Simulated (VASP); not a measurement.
# CdSe (F-43m) in VASP: further runs

CdSe is run at these levels: PBEsol; tasks: relaxation of cell and atoms.

All numbers are computed with VASP 6.6.1; they aren't measurements. Logs are shortened: lines on timing, memory, paths and dates and some standing lists are left out, and cuts for length are marked.

**1. The cell of the first run**

The structure is cubic, space group F-43m (No. 216). Conventional cell: a = 6.083 Å, b = 6.083 Å, c = 6.083 Å, α = 90.00°, β = 90.00°, γ = 90.00°. Within 3.5 Å of Cd (site symmetry -43m) lie 4 Se at 2.63 Å. Se (site symmetry -43m) has 4 Cd at 2.63 Å within 3.5 Å.

**2. Relaxation of cell and atoms, PBEsol, target pressure 7 GPa, at which the enthalpy is minimised**

Input file INCAR:

```
ALGO = Normal
EDIFF = 1E-6
EDIFFG = -0.002
ENCUT = 600
GGA = PS
IBRION = 2
ISIF = 3
ISMEAR = 0
LASPH = T
LCHARG = F
LREAL = F
LWAVE = F
NELM = 80
NSW = 100
PREC = Accurate
PSTRESS = 70.0
SIGMA = 0.01
```

Input file KPOINTS:

```
k-points
0
Gamma
  6 6 6
```

Input file POSCAR:

```
CdSe
1.0
    0.0000000000      3.0413255900      3.0413255900
    3.0413255900      0.0000000000      3.0413255900
    3.0413255900      3.0413255900      0.0000000000
Cd Se
1 1
Direct
    0.0000000000      0.0000000000      0.0000000000
    0.7500000000      0.7500000000      0.7500000000
```

Potentials or basis: VASP PAW PBE potentials, release 64 (Cd, Se).

Command:

```console
cat potpaw_PBE.64/Cd/POTCAR potpaw_PBE.64/Se/POTCAR > POTCAR
mpirun -np 1 vasp_std > vasp.out
```

OUTCAR:

```text
EDIFF = 1E-6
   EDIFFG = -0.002
   ENCUT = 600
   GGA = PS
   IBRION = 2
   ISIF = 3
   ISMEAR = 0
   LASPH = T
   LREAL = F
   NELM = 80
   NSW = 100
   PREC = Accurate
   PSTRESS = 70.0

 ion  position               nearest neighbor table
   1  0.000  0.000  0.000-   2 2.63   2 2.63   2 2.63   2 2.63
   2  0.750  0.750  0.750-   1 2.63   1 2.63   1 2.63   1 2.63

  LATTYP: Found a face centered cubic cell.
 ALAT       =     6.0826511800

  Lattice vectors:

 A1 = (   0.0000000000,   3.0413255900,   3.0413255900)
 A2 = (   3.0413255900,   0.0000000000,   3.0413255900)
 A3 = (   3.0413255900,   3.0413255900,   0.0000000000)

Analysis of symmetry for initial positions (statically):
=====================================================================
 Subroutine PRICEL returns:
 Original cell was already a primitive cell.

 Routine SETGRP: Setting up the symmetry group for a
 face centered cubic supercell.

 Subroutine GETGRP returns: Found 24 space group operations
 (whereof 24 operations were pure point group operations)
 out of a pool of 48 trial point group operations.

The static configuration has the point symmetry T_d .

Analysis of symmetry for dynamics (positions and initial velocities):
=====================================================================
 Subroutine PRICEL returns:
 Original cell was already a primitive cell.

 Routine SETGRP: Setting up the symmetry group for a
 face centered cubic supercell.

 Subroutine GETGRP returns: Found 24 space group operations
 (whereof 24 operations were pure point group operations)
 out of a pool of 48 trial point group operations.

The dynamic configuration has the point symmetry T_d .

 Subroutine INISYM returns: Found 24 space group operations
 (whereof 24 operations are pure point group operations),
 and found     1 'primitive' translations

----------------------------------------------------------------------------------------

                                     Primitive cell

  volume of cell :      56.2625

  direct lattice vectors                    reciprocal lattice vectors
     0.000000000  3.041325590  3.041325590    -0.164401997  0.164401997  0.164401997
     3.041325590  0.000000000  3.041325590     0.164401997 -0.164401997  0.164401997
     3.041325590  3.041325590  0.000000000     0.164401997  0.164401997 -0.164401997

[... 63 lines left out ...]
   NGXF,Y,Z  is equivalent  to a cutoff of  27.83, 27.83, 27.83 a.u.
 SYSTEM =  unknown system
   PREC   = accura    normal or accurate (medium, high low for compatibility)
   ISTART =      0    job   : 0-new  1-cont  2-samecut
   ICHARG =      2    charge: 1-file 2-atom 10-const
   ISPIN  =      1    spin polarized calculation?
   LNONCOLLINEAR =      F non collinear calculations
   LSORBIT =      F    spin-orbit coupling
   LASPH  =      T    aspherical Exc in radial PAW
   ENCUT  =  600.0 eV  44.10 Ry    6.64 a.u.   8.59  8.59  8.59*2*pi/ulx,y,z
   NELM   =     80;   NELMIN=  2; NELMDL= -5     # of ELM steps
   EDIFF  = 0.1E-05   stopping-criterion for ELM
   LREAL  =      F    real-space projection
   EDIFFG = -.2E-02   stopping-criterion for IOM
   NSW    =    100    number of steps for IOM
   IBRION =      2    ionic relax: 0-MD 1-quasi-New 2-CG
   NFREE  =      1    steps in history (QN), initial steepest desc. (CG)
   ISIF   =      3    stress and relaxation
   ISYM   =      2    0-nonsym 1-usesym 2-fastsym
   POTIM  = 0.5000    time-step for ionic-motion
   TEBEG  =    0.0;   TEEND  =   0.0 temperature during run
   PSTRESS=   70.0 pullay stress
   NELECT =      18.0000    total number of electrons
   NUPDOWN=      -1.0000    fix difference up-down
   EMIN   =  10.00;   EMAX   =-10.00  energy-range for DOS
   EFERMI =   0.00;   METHOD = LEGACY
   ISMEAR =     0;   SIGMA  =   0.01  broadening in eV -4-tet -1-fermi 0-gaus
   EFERMI_NEDOS =   21; number of points for ismear=-14 and -15
   IALGO  =     38    algorithm
   IMIX   =      4    mixing-type and parameters
     AMIX     =   0.40;   BMIX     =  1.00
     AMIX_MAG =   1.60;   BMIX_MAG =  1.00
  volume/ion in A,a.u.               =      28.13       189.84
  Fermi-wavevector in a.u.,A,eV,Ry     =   1.119677  2.115883 17.057305  1.253677
  Thomas-Fermi vector in A             =   2.256318
   LORBIT       =      0    0 simple, 1 ext, 2 COOP (PROOUT), +10 PAW based schemes
   GGA     = PS    functional components
   LHFCALC =     F    Hartree Fock is set to
   AEXX    =    0.0000 exact exchange contribution
   IVDW    =     0    specifies the selected vdW correction
   LEPSILON=     F    determine dielectric tensor
   LRPA    =     F    only Hartree local field effects (RPA)
 conjugate gradient relaxation of ions
 non-spin polarized calculation
 Gauss-broadening in eV      SIGMA  =   0.01
  energy-cutoff  :      600.00
  volume of cell :       56.26
 maximum number of plane-waves:      1895
 NGX is ok and might be reduce to    36
   NGX = 17   NGY = 17   NGZ = 17

--------------------------------------- Ionic step        1  -------------------------------------------

 number of electron      17.9999999 magnetization

 Free energy of the ion-electron system (eV)
  ---------------------------------------------------
  ext. energy  EPLUGINS =         0.00000000
  ---------------------------------------------------
  free energy    TOTEN  =        -6.17249540 eV

  energy without entropy =       -6.17249540  energy(sigma->0) =       -6.17249540

------------------------ aborting loop because EDIFF is reached ----------------------------------------

  FORCE on cell =-STRESS in cart. coord.  units (eV):
  Direction    XX          YY          ZZ          XY          YZ          ZX
  --------------------------------------------------------------------------------------
  -------------------------------------------------------------------------------------
  Total        0.1002935      0.1002935      0.1002935      0.0000000     -0.0000000      0.0000000
  in kB        2.8560418      2.8560418      2.8560418      0.0000000     -0.0000000      0.0000000
  external PRESSURE =     -67.1439582 kB  Pullay stress =      70.0000000 kB
[... 215 lines left out ...]
--------------------------------------- Ionic step        7  -------------------------------------------

 number of electron      17.9999999 magnetization

 Free energy of the ion-electron system (eV)
  ---------------------------------------------------
  ext. energy  EPLUGINS =         0.00000000
  ---------------------------------------------------
  free energy    TOTEN  =        -6.06206246 eV

  energy without entropy =       -6.06206246  energy(sigma->0) =       -6.06206246

 E-fermi :   1.7403     XC(G=0):  -9.5578

 val. band max:        1.6630600861   @ k =   0.0000   0.0000   0.0000
 cond. band min:       2.3371554001   @ k =   0.0000   0.0000   0.0000
 fundamental gap:      0.6740953140
 Fermi energy:         1.7402615109

 k-point     1 :       0.0000    0.0000    0.0000
  band No.  band energies     occupation
      1     -11.5800      2.00000
      2      -6.6611      2.00000
      3      -6.6611      2.00000
      4      -6.6611      2.00000
      5      -6.1607      2.00000
      6      -6.1607      2.00000
      7       1.6631      2.00000
      8       1.6631      2.00000
      9       1.6631      2.00000
     10       2.3372      0.00000
     11       7.4894      0.00000
     12       7.4894      0.00000
     13       7.4894      0.00000
[... 271 lines left out ...]
  energy  without entropy=       -6.0620624561  energy(sigma->0) =       -6.06206246

  enthalpy is  TOTEN    =        -3.8361465453 eV   P V=        2.2259159108

 reached required accuracy - stopping structural energy minimisation
```

OSZICAR:

```text
N       E                     dE             d eps       ncg     rms          rms(c)
DAV:   1     0.114095087803E+03    0.11410E+03   -0.97599E+03   424   0.139E+03
DAV:   2    -0.154314240172E+01   -0.11564E+03   -0.11009E+03   481   0.304E+02
DAV:   3    -0.652678324548E+01   -0.49836E+01   -0.49709E+01   496   0.642E+01
DAV:   4    -0.655405043717E+01   -0.27267E-01   -0.27265E-01   446   0.479E+00
[... 54 lines left out ...]
       N       E                     dE             d eps       ncg     rms          rms(c)
DAV:   1    -0.606207561132E+01   -0.63176E-03   -0.25182E-04   456   0.221E-01    0.258E-02
DAV:   2    -0.606206427997E+01    0.11331E-04   -0.29881E-05   456   0.940E-02    0.999E-03
DAV:   3    -0.606206294235E+01    0.13376E-05   -0.30161E-06   336   0.210E-02    0.850E-03
DAV:   4    -0.606206245606E+01    0.48629E-06   -0.35385E-07   208   0.620E-03
   7 F= -.38361465E+01 E0= -.38361465E+01  d E =-.154326E-04
```

It took 2 min on 1 thread of Intel Xeon 8259CL, shared host; peak memory 0.22 GiB.

What came out:

```yaml
Free_energy: -6.0621 eV
Relaxed_volume: 25.47 Å³/atom
Relaxed_cell: a = 4.161 Å, b = 4.161 Å, c = 4.161 Å, α = 60.00°, β = 60.00°, γ = 60.00°
Space_group_after_relaxing_to_0.05_Å: F-43m (No. 216)
Energy_change_on_relaxing_the_enthalpy_is_what_falls: +55.2 meV/atom
Ionic_steps: 7
Pressure_after_relaxing: 7.0 GPa
Band_gap_on_the_k_mesh: 0.67 eV, direct
```

The path:
| step | energy change (eV) | largest force (eV/Å) | pressure (GPa) | volume (Å³) |
| --- | --- | --- | --- | --- |
| 1 | 0.0000 | 0.0000 | 0.29 | 56.26 |
| 2 | 0.3558 | 0.0000 | 14.49 | 47.20 |
| 3 | 0.1089 | 0.0000 | 6.94 | 50.98 |
| 4 | 0.1134 | 0.0000 | 7.12 | 50.88 |
| 5 | 0.1078 | 0.0000 | 6.89 | 51.01 |
| 6 | 0.1111 | 0.0000 | 7.03 | 50.93 |
| 7 | 0.1104 | 0.0000 | 6.99 | 50.95 |

Final structure:
```cif
data_structure
_symmetry_space_group_name_H-M 'P 1'
_symmetry_Int_Tables_number 1
_cell_length_a 4.1611
_cell_length_b 4.1611
_cell_length_c 4.1611
_cell_angle_alpha 60.000
_cell_angle_beta 60.000
_cell_angle_gamma 60.000
_cell_volume 50.95
loop_
_atom_site_label
_atom_site_type_symbol
_atom_site_fract_x
_atom_site_fract_y
_atom_site_fract_z
_atom_site_occupancy
Cd1 Cd 0.00000 0.00000 0.00000 1
Se1 Se 0.75000 0.75000 0.75000 1
```

Caveat: the cell is relaxed towards a set pressure, so the enthalpy falls and the energy may rise; the PAW data sets were made with another functional, which shifts forces and pressure a little. Expect the measured gap to be larger: semilocal functionals such as PBEsol lack the derivative discontinuity.

[end of part 1 of 3]
